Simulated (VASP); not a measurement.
Si8O15 (a cell with a defect): single point with PBE+D3(BJ)

The system is Si8O15 (a cell with a defect).

```
CELL_PARAMETERS angstrom
-4.13370 -4.13370 0.00000
4.13370 -4.13370 0.00000
0.00000 0.00000 5.30340
ATOMIC_POSITIONS crystal
Si 0.50063 0.49642 0.99771
Si 0.00067 0.54204 0.25075
Si 0.50063 0.49632 0.50405
Si 0.00061 0.49514 0.75080
Si 0.00073 0.99510 0.02471
Si 0.50068 0.99803 0.25086
Si 0.00072 0.99487 0.47658
Si 0.50065 0.99589 0.75081
O 0.20711 0.49578 0.98493
O 0.00057 0.23593 0.25091
O 0.79418 0.49596 0.98505
O 0.20716 0.49575 0.51683
O 0.00054 0.18791 0.75075
O 0.79414 0.49591 0.51675
O 0.00067 0.80155 0.75080
O 0.69221 0.99662 0.00364
O 0.50054 0.69134 0.25096
O 0.30899 0.99674 0.00359
O 0.50068 0.30232 0.25083
O 0.69227 0.99676 0.49803
O 0.50064 0.69755 0.75080
O 0.30897 0.99698 0.49805
O 0.50078 0.29639 0.75091
```

- Program: VASP 6.6.1
- Task: single point
- Functional: PBE
- Dispersion: D3(BJ)
- Potentials or basis: VASP PAW PBE potentials, release 64 (Si, O)
- Cutoff: 520 eV
- k mesh: 2 × 2 × 2
- Occupations: fermi-dirac, width 0.05 eV
- Spin: no spin polarisation
- Dipole correction: no
- Charge: -2
- Further INCAR settings: LREAL = Auto; ALGO = Normal; EDIFF = 1e-06; NBANDS = 78; NELECT = 124.0

| Property | Result |
| --- | --- |
| Largest force | 0.035 eV/Å |
| Dispersion energy per atom | -0.245 eV |

Forces in eV/Å, atoms in the order of the input:
```
Si   0.001 -0.001 -0.014
Si  -0.002  0.005  0.013
Si   0.002 -0.002  0.014
Si  -0.007  0.005 -0.001
Si   0.000  0.019  0.017
Si   0.007  0.004 -0.007
Si   0.000  0.016 -0.012
Si   0.004 -0.008  0.006
O   -0.011 -0.021 -0.006
O    0.019 -0.024 -0.011
O    0.019  0.009 -0.011
O   -0.012 -0.021  0.003
O   -0.014  0.013  0.009
O    0.019  0.011  0.006
O   -0.008  0.005  0.001
O   -0.019 -0.024 -0.016
O    0.010 -0.010 -0.009
O    0.012  0.010 -0.006
O    0.001  0.000  0.001
O   -0.021 -0.011  0.008
O    0.008 -0.003  0.008
O    0.000  0.017  0.006
O   -0.008  0.012  0.002
```

Levels at points of the mesh, in eV from the Fermi level:
```
           k point  band 60  band 61  band 62  band 63  band 64  band 65
(0.00, 0.00, 0.00)    -5.33    -4.94    -0.20     1.22     1.34     1.48
(0.50, 0.00, 0.00)    -5.64    -4.47     0.06     1.05     1.97     2.35
(0.00, 0.50, 0.00)    -5.43    -5.07    -1.00     1.22     1.93     2.40
(0.50, 0.50, 0.00)    -5.53    -4.79    -0.69     1.65     1.96     2.92
(0.00, 0.00, 0.50)    -5.63    -4.47    -0.48    -0.05     2.78     2.98
(0.50, 0.00, 0.50)    -5.53    -4.38     0.22     0.24     2.53     3.05
(0.00, 0.50, 0.50)    -5.50    -4.72    -0.45    -0.39     2.98     3.27
(0.50, 0.50, 0.50)    -5.66    -4.37    -0.36     0.19     2.42     4.28
```

Run time: 75 s on 1 thread of Intel(R) Xeon(R) 6975P-C (Granite Rapids) (shared host), peak memory 0.3 GiB.

Caveat: the k points lie up to 0.59 Å⁻¹ apart; the cell carries a net charge on a neutralising background, which shifts energy and pressure; the cell is charged against a uniform background, so pressure and absolute levels hang on convention.
